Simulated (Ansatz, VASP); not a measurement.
# Ca: VASP beside Ansatz

```
Ca
1.0
     0.00000    2.67145    2.67145
     2.67145    0.00000    2.67145
     2.67145    2.67145    0.00000
Ca
1
Cartesian
  0.0000 0.0000 0.0000
```

Alike in both runs: task single point; functional LDA; k mesh 10 × 10 × 10; no spin polarisation.

```csv
,VASP,Ansatz
version,VASP 6.6.1,Ansatz 0.2.0
potentials or method,"VASP PAW LDA potentials, release 64 (Ca_sv), cutoff 520 eV","plane waves (420 eV) with PAW, scalar-relativistic"
occupations,"methfessel-paxton of order 1, width 0.01 eV","cold, width 0.01 eV"
valence electrons in the cell,10,10
```

```csv
,VASP,Ansatz,Ansatz less VASP
pressure (GPa),-0.1,-0.1,-0.01
```

Ansatz warns that its potentials were made for another functional, while VASP's fit it. LDA's correlation is that of Perdew and Zunger in VASP and of Perdew and Wang (1992) in Ansatz.
